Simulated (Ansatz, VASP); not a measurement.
# Two plane-wave programs on W

```
W
1.0
     0.00000    2.08121    1.69390
     2.08121    0.00000    1.69390
     2.08121    2.08121    0.00000
W
1
Direct
  0.00000 0.00000 0.00000
```

Alike in both runs: task single point; functional LDA; k mesh 22 × 22 × 22; occupations gaussian, width 0.15 eV; no spin polarisation.

|  | VASP | Ansatz |
| --- | --- | --- |
| version | VASP 6.6.1 | Ansatz 0.2.0 |
| potentials or method | VASP PAW LDA potentials, release 64 (W_sv), cutoff 520 eV | scalar-relativistic, plane waves, PAW |
| valence electrons in the cell | 14 | 14 |

|  | VASP | Ansatz | Ansatz less VASP |
| --- | --- | --- | --- |
| gap on the k mesh at the Fermi level (eV) | none | none | - |
| pressure (GPa) | 23.4 | 21.1 | -2.29 |
| traceless stress, the component that is largest in VASP (GPa) | -24.85 | -24.79 | +0.059 |

Ansatz warns that its potentials were made for another functional, while VASP's fit it. LDA's correlation is that of Perdew and Zunger in VASP and of Perdew and Wang (1992) in Ansatz. A gap of «none» marks a metal or a gap that the smearing closes.

Spin-orbit coupling is off throughout.
